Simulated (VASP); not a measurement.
# GaP (F-43m) in VASP: further runs

Aim: see how the results for GaP move with the level of theory and the settings. Levels: BLYP, PBE, RPBE. Tasks: single point.

Everything below comes from runs of VASP 6.6.1. Logs are shortened: lines on timing, memory, paths and dates and some standing lists are left out, and cuts for length are marked.

## Step 1: The cell of the first run

Symmetry: F-43m, No. 216, cubic system. Conventional cell: a = 5.452 Å, b = 5.452 Å, c = 5.452 Å, α = 90.00°, β = 90.00°, γ = 90.00°. Ga (site symmetry -43m) has 4 P at 2.36 Å within 3.1 Å. Within 3.1 Å of P (site symmetry -43m) lie 4 Ga at 2.36 Å.

## Step 2: Single point, BLYP

INCAR

```
PREC = Accurate ; ENCUT = 500
EDIFF = 1E-6 ; ISMEAR = 0
SIGMA = 0.1 ; LREAL = F
LASPH = T ; NELM = 120
ALGO = Normal ; ISIF = 2
LWAVE = F ; LCHARG = F
GGA = B5 ; ALDAX = 1.0
AGGAX = 1.0 ; AGGAC = 1.0
ALDAC = 0.0 ; NBANDS = 16
GGA_COMPAT = F
```

KPOINTS

```
regular mesh
0
Gamma
  4 4 4
```

POSCAR

```
GaP
1.0
    0.0000000000      2.7258124945      2.7258124945
    2.7258124945      0.0000000000      2.7258124945
    2.7258124945      2.7258124945      0.0000000000
Ga P
1 1
Direct
    0.0000000000      0.0000000000      0.0000000000
    0.2500000000      0.2500000000      0.2500000000
```

Potentials or basis: VASP PAW PBE potentials, release 64 (Ga_d, P).

Command:

```console
cat potpaw_PBE.64/Ga_d/POTCAR potpaw_PBE.64/P/POTCAR > POTCAR
mpirun -np 1 vasp_std > vasp.out
```

OUTCAR:

```text
PREC = Accurate
   ENCUT = 500
   EDIFF = 1E-6
   ISMEAR = 0
   LREAL = F
   LASPH = T
   NELM = 120
   ISIF = 2
   GGA = B5

 ion  position               nearest neighbor table
   1  0.000  0.000  0.000-   2 2.36   2 2.36   2 2.36   2 2.36
   2  0.250  0.250  0.250-   1 2.36   1 2.36   1 2.36   1 2.36

  LATTYP: Found a face centered cubic cell.
 ALAT       =     5.4516249890

  Lattice vectors:

 A1 = (   0.0000000000,   2.7258124945,   2.7258124945)
 A2 = (   2.7258124945,   0.0000000000,   2.7258124945)
 A3 = (   2.7258124945,   2.7258124945,   0.0000000000)

Analysis of symmetry for initial positions (statically):
=====================================================================
 Subroutine PRICEL returns:
 Original cell was already a primitive cell.

 Routine SETGRP: Setting up the symmetry group for a
 face centered cubic supercell.

 Subroutine GETGRP returns: Found 24 space group operations
 (whereof 24 operations were pure point group operations)
 out of a pool of 48 trial point group operations.

The static configuration has the point symmetry T_d .

Analysis of symmetry for dynamics (positions and initial velocities):
=====================================================================
 Subroutine PRICEL returns:
 Original cell was already a primitive cell.

 Routine SETGRP: Setting up the symmetry group for a
 face centered cubic supercell.

 Subroutine GETGRP returns: Found 24 space group operations
 (whereof 24 operations were pure point group operations)
 out of a pool of 48 trial point group operations.

The dynamic configuration has the point symmetry T_d .

 Subroutine INISYM returns: Found 24 space group operations
 (whereof 24 operations are pure point group operations),
 and found     1 'primitive' translations

----------------------------------------------------------------------------------------

                                     Primitive cell

  volume of cell :      40.5059

  direct lattice vectors                    reciprocal lattice vectors
     0.000000000  2.725812494  2.725812494    -0.183431546  0.183431546  0.183431546
     2.725812494  0.000000000  2.725812494     0.183431546 -0.183431546  0.183431546
     2.725812494  2.725812494  0.000000000     0.183431546  0.183431546 -0.183431546

  length of vectors
     3.854880998  3.854880998  3.854880998     0.317712757  0.317712757  0.317712757

[... 61 lines left out ...]
   ENCUT  =  500.0 eV  36.75 Ry    6.06 a.u.   7.03  7.03  7.03*2*pi/ulx,y,z
   NELM   =    120;   NELMIN=  2; NELMDL= -5     # of ELM steps
   EDIFF  = 0.1E-05   stopping-criterion for ELM
   LREAL  =      F    real-space projection
   EDIFFG = 0.1E-04   stopping-criterion for IOM
   NSW    =      0    number of steps for IOM
   IBRION =     -1    ionic relax: 0-MD 1-quasi-New 2-CG
   NFREE  =      0    steps in history (QN), initial steepest desc. (CG)
   ISIF   =      2    stress and relaxation
   ISYM   =      2    0-nonsym 1-usesym 2-fastsym
   POTIM  = 0.5000    time-step for ionic-motion
   TEBEG  =    0.0;   TEEND  =   0.0 temperature during run
   PSTRESS=    0.0 pullay stress
   NELECT =      18.0000    total number of electrons
   NUPDOWN=      -1.0000    fix difference up-down
   EMIN   =  10.00;   EMAX   =-10.00  energy-range for DOS
   EFERMI =   0.00;   METHOD = LEGACY
   ISMEAR =     0;   SIGMA  =   0.10  broadening in eV -4-tet -1-fermi 0-gaus
   EFERMI_NEDOS =   21; number of points for ismear=-14 and -15
   IALGO  =     38    algorithm
   IMIX   =      4    mixing-type and parameters
     AMIX     =   0.40;   BMIX     =  1.00
     AMIX_MAG =   1.60;   BMIX_MAG =  1.00
  volume/ion in A,a.u.               =      20.25       136.67
  Fermi-wavevector in a.u.,A,eV,Ry     =   1.249280  2.360796 21.234610  1.560700
  Thomas-Fermi vector in A             =   2.383328
   LORBIT       =      0    0 simple, 1 ext, 2 COOP (PROOUT), +10 PAW based schemes
   GGA     = B5    functional components
   LHFCALC =     F    Hartree Fock is set to
   AEXX    =    0.0000 exact exchange contribution
   IVDW    =     0    specifies the selected vdW correction
   LEPSILON=     F    determine dielectric tensor
   LRPA    =     F    only Hartree local field effects (RPA)
 non-spin polarized calculation
 Gauss-broadening in eV      SIGMA  =   0.10
  energy-cutoff  :      500.00
  volume of cell :       40.51
 maximum number of plane-waves:      1056
   NGX = 13   NGY = 13   NGZ = 13

 number of electron      18.0000016 magnetization

 Free energy of the ion-electron system (eV)
  ---------------------------------------------------
  ext. energy  EPLUGINS =         0.00000000
  ---------------------------------------------------
  free energy    TOTEN  =        -7.61347373 eV

  energy without entropy =       -7.61347373  energy(sigma->0) =       -7.61347373

 E-fermi :   5.5436     XC(G=0):  -9.2436

 val. band max:        5.1035027534   @ k =   0.0000   0.0000   0.0000
 cond. band min:       6.7624939490   @ k =   0.5000   0.0000   0.0000
 fundamental gap:      1.6589911956
 Fermi energy:         5.5436089099

 k-point     1 :       0.0000    0.0000    0.0000
  band No.  band energies     occupation
      1      -9.5638      2.00000
      2      -9.5638      2.00000
      3      -9.5638      2.00000
      4      -9.4656      2.00000
      5      -9.4656      2.00000
      6      -7.3691      2.00000
[... 129 lines left out ...]
      3      -9.5048      2.00000
      4      -9.4804      2.00000
      5      -9.4569      2.00000
      6      -4.3375      2.00000
[... 8 lines left out ...]
     15      17.0630      0.00000
     16      18.8735      0.00000

------------------------ aborting loop because EDIFF is reached ----------------------------------------

  FORCE on cell =-STRESS in cart. coord.  units (eV):
  Direction    XX          YY          ZZ          XY          YZ          ZX
  --------------------------------------------------------------------------------------
  -------------------------------------------------------------------------------------
  Total        1.7048205      1.7048205      1.7048205      0.0000000     -0.0000000      0.0000000
  in kB       67.4328203     67.4328203     67.4328203      0.0000000     -0.0000000      0.0000000
  external PRESSURE =      67.4328203 kB  Pullay stress =       0.0000000 kB

 VOLUME and BASIS-vectors are now :
 -----------------------------------------------------------------------------
  energy-cutoff  :      500.00
  volume of cell :       40.51
      direct lattice vectors                 reciprocal lattice vectors
     0.000000000  2.725812494  2.725812494    -0.183431546  0.183431546  0.183431546
     2.725812494  0.000000000  2.725812494     0.183431546 -0.183431546  0.183431546
     2.725812494  2.725812494  0.000000000     0.183431546  0.183431546 -0.183431546

 POSITION                                       TOTAL-FORCE (eV/Angst)
 -----------------------------------------------------------------------------------
      0.00000      0.00000      0.00000         0.000000     -0.000000      0.000000
      1.36291      1.36291      1.36291        -0.000000      0.000000     -0.000000
 -----------------------------------------------------------------------------------
    total drift:                                0.000001      0.000001      0.000001

  FREE ENERGIE OF THE ION-ELECTRON SYSTEM (eV)
  ---------------------------------------------------
  free  energy   TOTEN  =        -7.6134737280 eV

  energy  without entropy=       -7.6134737279  energy(sigma->0) =       -7.61347373
```

stdout:

```text
POSCAR found type information on POSCAR GaP
 POSCAR found :  2 types and       2 ions
 scaLAPACK will be used
 -----------------------------------------------------------------------------
|                                                                             |
|                                                                             |
|     You enforced a specific xc type in the INCAR file but a different       |
|     I HOPE YOU KNOW WHAT YOU ARE DOING!                                     |
|                                                                             |
 -----------------------------------------------------------------------------

 LDA part: xc-table for (Slater(with rela. corr.)+VWN5), standard interpolation
 POSCAR, INCAR and KPOINTS ok, starting setup
 FFT: planning ... GRIDC
 FFT: planning ... GRID_SOFT
 FFT: planning ... GRID
 WAVECAR not read
 entering main loop
```

It took 12 s on 1 thread of AMD EPYC 9R45 (Zen 5), shared host; peak memory 0.12 GiB.

What came out:

```
Free energy            : -7.6135 eV
Pressure               : 6.7 GPa
Band gap on the k mesh : 1.66 eV (least direct gap 1.71 eV)
```

Caveat: the k points lie up to 0.50 Å⁻¹ apart; the PAW data sets were made with another functional, which shifts forces and pressure a little.

## Step 3: Single point, PBE

This run uses another cell than the first one, of 18.11 Å³/atom.

INCAR

```
ALGO     = Normal         # electronic algorithm
EDIFF    = 1E-6           # SCF threshold, eV
ENCUT    = 500            # plane-wave cutoff, eV
GGA      = PE             # functional
GGA_COMPAT= F            
ISIF     = 2              # what is computed and relaxed
ISMEAR   = 0              # smearing method
LASPH    = T              # aspherical terms in the spheres
LCHARG   = F              # write CHGCAR
LREAL    = F              # projectors in reciprocal space
LWAVE    = F              # write WAVECAR
NBANDS   = 16             # bands
NELM     = 120            # most SCF steps
PREC     = Accurate       # precision mode
SIGMA    = 0.1            # smearing width, eV
```

KPOINTS

```
k-points
0
Gamma
  4 4 4
```

POSCAR

```
GaP
1.0
    0.0000000000      2.6258816654      2.6258816654
    2.6258816654      0.0000000000      2.6258816654
    2.6258816654      2.6258816654      0.0000000000
Ga P
1 1
Direct
    0.0000000000      0.0000000000      0.0000000000
    0.2500000000      0.2500000000      0.2500000000
```

Potentials or basis: VASP PAW PBE potentials, release 64 (Ga_d, P).

Command:

```console
cat potpaw_PBE.64/Ga_d/POTCAR potpaw_PBE.64/P/POTCAR > POTCAR
mpirun -np 1 vasp_std > vasp.out
```

Wall time 3.7 s (1 thread of AMD EPYC 9R45 (Zen 5), shared host); peak memory 0.12 GiB.

It converged, with:

```yaml
Free_energy: -8.7457 eV
Pressure: 15.5 GPa
Band_gap_on_the_k_mesh: 1.37 eV (least direct gap 2.77 eV)
```

Levels at points of the mesh, in eV from the valence-band top:
```tsv
k point	band 6	band 7	band 8	band 9	band 10	band 11	band 12	band 13
(0.00, 0.00, 0.00)	-13.40	0.00	0.00	0.00	2.77	3.81	3.81	3.81
(0.50, 0.00, 0.00)	-10.93	-7.34	-1.30	-1.30	2.00	4.63	4.63	8.43
(0.50, 0.50, 0.00)	-9.88	-7.34	-3.11	-3.11	1.37	1.65	11.41	11.41
```

Caveat: the k points lie up to 0.52 Å⁻¹ apart. A k mesh can miss the band edges.

## Step 4: Single point, RPBE

INCAR

```
SYSTEM = GaP
PREC = Accurate
ENCUT = 500
EDIFF = 1E-6
ISMEAR = 0
SIGMA = 0.1
LREAL = .FALSE.
LASPH = .TRUE.
NELM = 120
ALGO = Normal
ISIF = 2
LWAVE = .FALSE.
LCHARG = .FALSE.
GGA = RP
NBANDS = 16
GGA_COMPAT = .FALSE.
```

KPOINTS

```
Automatic mesh
0
G
  4 4 4
  0 0 0
```

POSCAR

```
GaP
1.0
    0.0000000000      2.7258124945      2.7258124945
    2.7258124945      0.0000000000      2.7258124945
    2.7258124945      2.7258124945      0.0000000000
Ga P
1 1
Direct
    0.0000000000      0.0000000000      0.0000000000
    0.2500000000      0.2500000000      0.2500000000
```

Command:

```console
cat potpaw_PBE.64/Ga_d/POTCAR potpaw_PBE.64/P/POTCAR > POTCAR
mpirun -np 1 vasp_std > vasp.out
```

Run time: 3.7 s. Hardware: 1 thread of AMD EPYC 9R45 (Zen 5), shared host; peak memory 0.12 GiB.

The run converged. Its results:

| Property | Result |
| --- | --- |
| Free energy | -8.2964 eV |
| Pressure | 4.8 GPa |
| Band gap on the k mesh | 1.74 eV (least direct gap 1.95 eV) |

Levels at points of the mesh, in eV from the valence-band top:
```tsv
k point	band 7	band 8	band 9	band 10	band 11	band 12
(0.00, 0.00, 0.00)	0.00	0.00	0.00	1.95	3.89	3.89
(0.50, 0.00, 0.00)	-6.60	-1.12	-1.12	1.75	4.73	4.73
(0.50, 0.50, 0.00)	-6.73	-2.68	-2.68	1.74	1.89	10.62
```

Caveat: the k points lie up to 0.50 Å⁻¹ apart; the PAW data sets were made with another functional, which shifts forces and pressure a little.

## Step 5: Summary

| level | cell | gap on the mesh (eV) | pressure (GPa) |
| --- | --- | --- | --- |
| BLYP | a = 3.855 Å, angles 60.0°, 2 atoms | 1.66 | 6.7 |
| PBE | a = 3.714 Å, angles 60.0°, 2 atoms | 1.37 | 15.5 |
| RPBE | a = 3.855 Å, angles 60.0°, 2 atoms | 1.74 | 4.8 |

Alike in all rows: task single point; potentials or basis VASP PAW PBE potentials, release 64 (Ga_d, P); no spin polarisation; k mesh 4 × 4 × 4; cutoff (eV) 500; smearing gaussian 0.1 eV.

Caveats: all runs use coarse meshes; the PAW data sets were made with another functional, which shifts forces and pressure a little (at least some runs).

Absolute energies hang on the potentials; compare differences alone.
